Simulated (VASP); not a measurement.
# BiB (P6_3mc) in VASP: a series of runs, part 2 of 2

VASP 6.6.1. Earlier steps stand in the parts before.

## (3) Single point, r2SCAN (volume changed by -3%)

POSCAR

```
BiB
1.0
    3.8265276136      0.0000000000      0.0000000000
   -1.9132638068      3.3138701217      0.0000000000
    0.0000000000      0.0000000000      6.3110439672
B Bi
2 2
Direct
    0.3333333333      0.6666666667      0.0002433735
    0.6666666667      0.3333333333      0.5002433735
    0.3333333333      0.6666666667      0.3747566265
    0.6666666667      0.3333333333      0.8747566265
```

INCAR.step1

```
SYSTEM = BiB
PREC = Accurate
ENCUT = 520
ISMEAR = -1
SIGMA = 0.02
LREAL = .False.
LASPH = .True.
NELM = 80
NBANDS = 26
GGA = PE
ALGO = Normal
EDIFF = 1E-4
LWAVE = .True.
LCHARG = .False.
```

INCAR.step2

```
SYSTEM = BiB
PREC = Accurate
ENCUT = 520
EDIFF = 1E-7
ISMEAR = -1
SIGMA = 0.02
LREAL = .False.
LASPH = .True.
NELM = 80
ALGO = Normal
ISIF = 2
LWAVE = .False.
LCHARG = .False.
METAGGA = R2SCAN
LMIXTAU = .True.
NBANDS = 26
ISTART = 1
```

KPOINTS

```
regular mesh
0
Gamma
  6 6 4
  0 0 0
```

Potentials or basis: VASP PAW PBE potentials, release 64 (B, Bi_d).

Launch:

```console
$ cat potpaw_PBE.64/B/POTCAR potpaw_PBE.64/Bi_d/POTCAR > POTCAR
$ cp INCAR.step1 INCAR
$ mpirun -np 1 vasp_std > vasp.out
$ cp INCAR.step2 INCAR
$ mpirun -np 1 vasp_std > vasp.out
```

OUTCAR:

```text
SYSTEM = BiB
   PREC = Accurate
   ENCUT = 520
   EDIFF = 1E-7
   ISMEAR = -1
   LREAL = .False.
   LASPH = .True.
   NELM = 80
   ISIF = 2
   METAGGA = R2SCAN
   ISTART = 1

 ion  position               nearest neighbor table
   1  0.333  0.667  0.000-   4 2.35   4 2.35   4 2.35   3 2.36
   2  0.667  0.333  0.500-   3 2.35   3 2.35   3 2.35   4 2.36
   3  0.333  0.667  0.375-   2 2.35   2 2.35   2 2.35   1 2.36   4 3.85   4 3.85   4 3.85   4 3.85
                             4 3.85   4 3.85
   4  0.667  0.333  0.875-   1 2.35   1 2.35   1 2.35   2 2.36   3 3.85   3 3.85   3 3.85   3 3.85
                             3 3.85   3 3.85

  LATTYP: Found a hexagonal cell.
 ALAT       =     3.8265276136
 C/A-ratio  =     1.6492874492

  Lattice vectors:

 A1 = (   3.8265276136,   0.0000000000,   0.0000000000)
 A2 = (  -1.9132638068,   3.3138701217,   0.0000000000)
 A3 = (   0.0000000000,   0.0000000000,   6.3110439672)

Analysis of symmetry for initial positions (statically):
=====================================================================
 Subroutine PRICEL returns:
 Original cell was already a primitive cell.

 Routine SETGRP: Setting up the symmetry group for a
 hexagonal supercell.

 Subroutine GETGRP returns: Found 12 space group operations
 (whereof  6 operations were pure point group operations)
 out of a pool of 24 trial point group operations.

The static configuration has the point symmetry C_3v.
 The point group associated with its full space group is C_6v.

Analysis of symmetry for dynamics (positions and initial velocities):
=====================================================================
 Subroutine PRICEL returns:
 Original cell was already a primitive cell.

 Routine SETGRP: Setting up the symmetry group for a
 hexagonal supercell.

 Subroutine GETGRP returns: Found 12 space group operations
 (whereof  6 operations were pure point group operations)
 out of a pool of 24 trial point group operations.

The dynamic configuration has the point symmetry C_3v.
 The point group associated with its full space group is C_6v.

 Subroutine INISYM returns: Found 12 space group operations
 (whereof  6 operations are pure point group operations),
 and found     1 'primitive' translations

----------------------------------------------------------------------------------------

                                     Primitive cell

  volume of cell :      80.0279

  direct lattice vectors                    reciprocal lattice vectors
     3.826527614  0.000000000  0.000000000     0.261333538  0.150880989  0.000000000
    -1.913263807  3.313870122  0.000000000     0.000000000  0.301761977  0.000000000
     0.000000000  0.000000000  6.311043967     0.000000000  0.000000000  0.158452390

  length of vectors
     3.826527614  3.826527614  6.311043967     0.301761977  0.301761977  0.158452390

  position of ions in fractional coordinates (direct lattice)
     0.333333333  0.666666667  0.000243373
     0.666666667  0.333333333  0.500243373
     0.333333333  0.666666667  0.374756627
     0.666666667  0.333333333  0.874756627

  ion indices of the primitive-cell ions
   primitive index   ion index
                 1           1
[... 22 lines left out ...]
  Shift w.r.t. Gamma in fractional coordinates (k-lattice)
     0.000000000  0.000000000  0.000000000

 Subroutine IBZKPT returns following result:
 ===========================================

 Found     21 irreducible k-points:

 Following reciprocal coordinates:
            Coordinates               Weight
  0.000000  0.000000  0.000000      1.000000
  0.166667  0.000000  0.000000      6.000000
  0.333333 -0.000000  0.000000      6.000000
  0.500000 -0.000000  0.000000      3.000000
  0.166667  0.166667  0.000000      6.000000
  0.333333  0.166667  0.000000     12.000000
[... 13 lines left out ...]
  0.333333  0.166667  0.500000     12.000000
  0.333333  0.333333  0.500000      2.000000
   k-points           NKPTS =     21   k-points in BZ     NKDIM =     21   number of bands    NBANDS=     26
   number of dos      NEDOS =    301   number of ions     NIONS =      4
   total plane-waves  NPLWV =  37632
   dimension x,y,z NGX =    28 NGY =   28 NGZ =   48
   dimension x,y,z NGXF=    56 NGYF=   56 NGZF=   96
   ions per type =               2   2
   NGX,Y,Z   is equivalent  to a cutoff of  12.16, 12.16, 12.64 a.u.
   NGXF,Y,Z  is equivalent  to a cutoff of  24.33, 24.33, 25.29 a.u.
 SYSTEM =  BiB
   PREC   = accura    normal or accurate (medium, high low for compatibility)
   ISTART =      1    job   : 0-new  1-cont  2-samecut
   ICHARG =      0    charge: 1-file 2-atom 10-const
   ISPIN  =      1    spin polarized calculation?
   LNONCOLLINEAR =      F non collinear calculations
   LSORBIT =      F    spin-orbit coupling
   LASPH  =      T    aspherical Exc in radial PAW
   ENCUT  =  520.0 eV  38.22 Ry    6.18 a.u.   7.11  7.11 11.73*2*pi/ulx,y,z
   NELM   =     80;   NELMIN=  2; NELMDL=  0     # of ELM steps
   EDIFF  = 0.1E-06   stopping-criterion for ELM
   LREAL  =      F    real-space projection
   EDIFFG = 0.1E-05   stopping-criterion for IOM
   NSW    =      0    number of steps for IOM
   IBRION =     -1    ionic relax: 0-MD 1-quasi-New 2-CG
   NFREE  =      0    steps in history (QN), initial steepest desc. (CG)
   ISIF   =      2    stress and relaxation
   ISYM   =      2    0-nonsym 1-usesym 2-fastsym
   POTIM  = 0.5000    time-step for ionic-motion
   TEBEG  =    0.0;   TEEND  =   0.0 temperature during run
   PSTRESS=    0.0 pullay stress
   NELECT =      36.0000    total number of electrons
   NUPDOWN=      -1.0000    fix difference up-down
   EMIN   =  10.00;   EMAX   =-10.00  energy-range for DOS
   EFERMI =   0.00;   METHOD = LEGACY
   ISMEAR =    -1;   SIGMA  =   0.02  broadening in eV -4-tet -1-fermi 0-gaus
   EFERMI_NEDOS =   21; number of points for ismear=-14 and -15
   IALGO  =     38    algorithm
   IMIX   =      4    mixing-type and parameters
     AMIX     =   0.40;   BMIX     =  1.00
     AMIX_MAG =   1.60;   BMIX_MAG =  1.00
  volume/ion in A,a.u.               =      20.01       135.01
  Fermi-wavevector in a.u.,A,eV,Ry     =   1.254378  2.370431 21.408285  1.573465
  Thomas-Fermi vector in A             =   2.388186
   LORBIT       =      0    0 simple, 1 ext, 2 COOP (PROOUT), +10 PAW based schemes
   METAGGA = R2SCAN    functional components
   LHFCALC =     F    Hartree Fock is set to
   AEXX    =    0.0000 exact exchange contribution
   IVDW    =     0    specifies the selected vdW correction
   LEPSILON=     F    determine dielectric tensor
   LRPA    =     F    only Hartree local field effects (RPA)
 non-spin polarized calculation
  energy-cutoff  :      520.00
  volume of cell :       80.03
 maximum number of plane-waves:      2184
   NGX = 15   NGY = 15   NGZ = 23

 number of electron      35.9999996 magnetization

 Free energy of the ion-electron system (eV)
  ---------------------------------------------------
  ext. energy  EPLUGINS =         0.00000000
  ---------------------------------------------------
  free energy    TOTEN  =      -128.53626644 eV

  energy without entropy =     -128.53626268  energy(sigma->0) =     -128.53626456

 E-fermi :   7.7695     XC(G=0): -10.9142

 val. band max:        7.6129389441   @ k =   0.0000   0.0000   0.0000
 cond. band min:       7.9121694449   @ k =   0.0000   0.0000   0.0000
 fundamental gap:      0.2992305008
 Fermi energy:         7.7694861195

 k-point     1 :       0.0000    0.0000    0.0000
  band No.  band energies     occupation
      1     -16.4467      2.00000
      2     -16.4418      2.00000
      3     -16.4335      2.00000
      4     -16.4335      2.00000
      5     -16.4163      2.00000
      6     -16.4163      2.00000
[... 598 lines left out ...]
     25      15.3019      0.00000
     26      15.3019      0.00000

------------------------ aborting loop because EDIFF is reached ----------------------------------------

  FORCE on cell =-STRESS in cart. coord.  units (eV):
  Direction    XX          YY          ZZ          XY          YZ          ZX
  --------------------------------------------------------------------------------------
  -------------------------------------------------------------------------------------
  Total        1.2786845      1.2786845      1.1972940      0.0000000      0.0000000      0.0000000
  in kB       25.5995557     25.5995557     23.9701003      0.0000000      0.0000000      0.0000000
  external PRESSURE =      25.0564039 kB  Pullay stress =       0.0000000 kB

 VOLUME and BASIS-vectors are now :
 -----------------------------------------------------------------------------
  energy-cutoff  :      520.00
  volume of cell :       80.03
      direct lattice vectors                 reciprocal lattice vectors
     3.826527614  0.000000000  0.000000000     0.261333538  0.150880989  0.000000000
    -1.913263807  3.313870122  0.000000000     0.000000000  0.301761977  0.000000000
     0.000000000  0.000000000  6.311043967     0.000000000  0.000000000  0.158452390

 POSITION                                       TOTAL-FORCE (eV/Angst)
 -----------------------------------------------------------------------------------
     -0.00000      2.20925      0.00154         0.000000     -0.000000      0.009681
      1.91326      1.10462      3.15706         0.000000     -0.000000      0.009681
     -0.00000      2.20925      2.36511        -0.000000      0.000000     -0.009681
      1.91326      1.10462      5.52063         0.000000     -0.000000     -0.009681
 -----------------------------------------------------------------------------------
    total drift:                                0.000000      0.000000      0.000148

  FREE ENERGIE OF THE ION-ELECTRON SYSTEM (eV)
  ---------------------------------------------------
  free  energy   TOTEN  =      -128.5362664374 eV

  energy  without entropy=     -128.5362626819  energy(sigma->0) =     -128.53626456
```

Run time: 2.4 min. Hardware: 1 thread of Intel Xeon 6975P-C, shared host; peak memory 0.21 GiB.

What came out:

* Free energy: -128.5363 eV
* Pressure: 2.5 GPa
* Largest force: 0.010 eV/Å
* Band gap on the k mesh: 0.30 eV, direct

Forces in eV/Å, atoms in the order of the input:
```
B    0.000  0.000  0.010
B    0.000  0.000  0.010
Bi   0.000  0.000 -0.010
Bi   0.000  0.000 -0.010
```

Levels at points of the mesh, in eV from the valence-band top:
```csv
k point,band 14,band 15,band 16,band 17,band 18,band 19,band 20,band 21,band 22,band 23
"(0.00, 0.00, 0.00)",-1.90,-1.90,-0.25,0.00,0.00,0.30,0.70,2.68,2.68,3.16
"(0.50, 0.00, 0.00)",-7.25,-5.56,-3.89,-3.43,-1.90,0.73,1.94,3.41,4.37,5.27
"(0.00, 0.00, 0.50)",-5.18,-1.14,-1.14,-1.14,-1.14,1.01,1.01,3.90,3.90,3.90
"(0.50, 0.00, 0.50)",-8.45,-3.12,-3.12,-3.06,-3.06,0.77,0.77,2.54,2.54,6.70
```

Caveat: the cell differs from its parent crystal (volume changed by -3%); the PAW data sets were made with another functional, which shifts forces and pressure a little; spin-orbit coupling is left out, which moves the levels of the heavy elements. A k mesh can miss the band edges.

## (4) Single point, r2SCAN

This run uses another cell than the first one, of 20.63 Å³/atom, 1.064 times its volume.

POSCAR

```
BiB
1.0
    3.8655765108      0.0000000000      0.0000000000
   -1.9327882554      3.3476874586      0.0000000000
    0.0000000000      0.0000000000      6.3754468231
B Bi
2 2
Direct
    0.3333333333      0.6666666667      0.0002433735
    0.6666666667      0.3333333333      0.5002433735
    0.3333333333      0.6666666667      0.3747566265
    0.6666666667      0.3333333333      0.8747566265
```

INCAR.step1

```
SYSTEM = BiB
ALGO = Normal
EDIFF = 1E-4
ENCUT = 520
GGA = PE
ISMEAR = -1
LASPH = .TRUE.
LCHARG = .FALSE.
LREAL = .FALSE.
LWAVE = .TRUE.
NBANDS = 26
NELM = 80
PREC = Accurate
SIGMA = 0.02
```

INCAR.step2

```
SYSTEM = BiB
ALGO = Normal
EDIFF = 1E-6
ENCUT = 520
ISIF = 2
ISMEAR = -1
ISTART = 1
LASPH = .TRUE.
LCHARG = .FALSE.
LMIXTAU = .TRUE.
LREAL = .FALSE.
LWAVE = .FALSE.
METAGGA = R2SCAN
NBANDS = 26
NELM = 80
PREC = Accurate
SIGMA = 0.02
```

KPOINTS

```
k-points
0
G
  6 6 4
  0 0 0
```

Launch:

```console
$ cat potpaw_PBE.64/B/POTCAR potpaw_PBE.64/Bi_d/POTCAR > POTCAR
$ cp INCAR.step1 INCAR
$ mpirun -np 1 vasp_std > vasp.out
$ cp INCAR.step2 INCAR
$ mpirun -np 1 vasp_std > vasp.out
```

It took 2.7 min on 1 thread of Intel Xeon 6975P-C, shared host; peak memory 0.22 GiB.

It converged, with:

| Property | Result |
| --- | --- |
| Free energy | -128.5555 eV |
| Pressure | -0.1 GPa |
| Band gap on the k mesh | 0.20 eV, direct |

Forces on the atoms (eV/Å):
```
B    0.000  0.000 -0.003
B    0.000  0.000 -0.003
Bi   0.000  0.000  0.003
Bi   0.000  0.000  0.003
```

Stress tensor (GPa, compression positive):
```
-0.06  0.00  0.00
 0.00 -0.06  0.00
 0.00  0.00 -0.22
```

Levels at points of the mesh, in eV from the valence-band top:
```
           k point  band 14  band 15  band 16  band 17  band 18  band 19  band 20  band 21  band 22  band 23
(0.00, 0.00, 0.00)    -1.84    -1.84    -0.24     0.00     0.00     0.20     0.45     2.65     2.65     3.10
(0.50, 0.00, 0.00)    -7.13    -5.39    -3.76    -3.30    -1.84     0.73     1.83     3.41     4.32     5.16
(0.00, 0.00, 0.50)    -5.11    -1.10    -1.10    -1.10    -1.10     0.90     0.90     3.85     3.85     3.85
(0.50, 0.00, 0.50)    -8.28    -3.03    -3.03    -2.96    -2.96     0.73     0.73     2.54     2.54     6.58
```

Caveat: the PAW data sets were made with another functional, which shifts forces and pressure a little; spin-orbit coupling is left out, which moves the levels of the heavy elements.

## (5) Single point, r2SCAN (volume changed by +3%)

POSCAR

```
BiB
1.0
    3.9038520348      0.0000000000      0.0000000000
   -1.9519260174      3.3808350347      0.0000000000
    0.0000000000      0.0000000000      6.4385741645
B Bi
2 2
Direct
    0.3333333333      0.6666666667      0.0002433735
    0.6666666667      0.3333333333      0.5002433735
    0.3333333333      0.6666666667      0.3747566265
    0.6666666667      0.3333333333      0.8747566265
```

INCAR.step1

```
ALGO = Normal ; EDIFF = 1E-4
ENCUT = 520 ; GGA = PE
ISMEAR = -1 ; LASPH = True
LCHARG = False ; LREAL = False
LWAVE = True ; NBANDS = 26
NELM = 60 ; PREC = Accurate
SIGMA = 0.02
```

INCAR.step2

```
ALGO = Normal ; EDIFF = 1E-7
ENCUT = 520 ; ISIF = 2
ISMEAR = -1 ; ISTART = 1
LASPH = True ; LCHARG = False
LMIXTAU = True ; LREAL = False
LWAVE = False ; METAGGA = R2SCAN
NBANDS = 26 ; NELM = 60
PREC = Accurate ; SIGMA = 0.02
```

KPOINTS

```
k-points
0
Gamma
  6 6 4
```

Launch:

```console
$ cat potpaw_PBE.64/B/POTCAR potpaw_PBE.64/Bi_d/POTCAR > POTCAR
$ cp INCAR.step1 INCAR
$ mpirun -np 1 vasp_std > vasp.out
$ cp INCAR.step2 INCAR
$ mpirun -np 1 vasp_std > vasp.out
```

Run time: 2.6 min. Hardware: 1 thread of Intel Xeon 6975P-C, shared host; peak memory 0.22 GiB.

It converged, with:

* Free energy: -128.5373 eV
* Pressure: -2.3 GPa
* Largest force: 0.013 eV/Å
* Band gap on the k mesh: 0.10 eV, direct

Forces in eV/Å, atoms in the order of the input:
```
B    0.000  0.000 -0.013
B    0.000  0.000 -0.013
Bi   0.000  0.000  0.013
Bi   0.000  0.000  0.013
```

Stress tensor (GPa, compression positive):
```
-2.26  0.00  0.00
 0.00 -2.26  0.00
 0.00  0.00 -2.45
```

Levels at points of the mesh, in eV from the valence-band top:
| k point | band 15 | band 16 | band 17 | band 18 | band 19 | band 20 | band 21 | band 22 |
| --- | --- | --- | --- | --- | --- | --- | --- | --- |
| (0.00, 0.00, 0.00) | -1.78 | -0.23 | 0.00 | 0.00 | 0.10 | 0.21 | 2.61 | 2.61 |
| (0.50, 0.00, 0.00) | -5.22 | -3.64 | -3.19 | -1.78 | 0.74 | 1.73 | 3.40 | 4.27 |
| (0.00, 0.00, 0.50) | -1.07 | -1.07 | -1.07 | -1.07 | 0.79 | 0.79 | 3.79 | 3.79 |
| (0.50, 0.00, 0.50) | -2.95 | -2.95 | -2.86 | -2.86 | 0.68 | 0.68 | 2.54 | 2.54 |

Caveat: the cell differs from its parent crystal (volume changed by +3%); the PAW data sets were made with another functional, which shifts forces and pressure a little; spin-orbit coupling is left out, which moves the levels of the heavy elements.

## (6) Summary

```csv
cell,gap on the mesh (eV),pressure (GPa),largest force (eV/Å)
"a = 3.787, b = 3.787, c = 6.245 Å, angles 90.0, 90.0, 120.0°, 4 atoms",0.41,5.6,0.02
"a = 3.827, b = 3.827, c = 6.311 Å, angles 90.0, 90.0, 120.0°, 4 atoms",0.30,2.5,0.01
"a = 3.866, b = 3.866, c = 6.375 Å, angles 90.0, 90.0, 120.0°, 4 atoms",0.20,-0.1,-
"a = 3.904, b = 3.904, c = 6.439 Å, angles 90.0, 90.0, 120.0°, 4 atoms",0.10,-2.3,0.01
```

Alike in all rows: task single point; level r2SCAN; potentials or basis VASP PAW PBE potentials, release 64 (B, Bi_d); no spin polarisation; k mesh 6 × 6 × 4; cutoff (eV) 520; smearing fermi-dirac 0.02 eV.

Caveats: the PAW data sets were made with another functional, which shifts forces and pressure a little; spin-orbit coupling is left out, which moves the levels of the heavy elements.

Absolute energies hang on the potentials; compare differences alone.
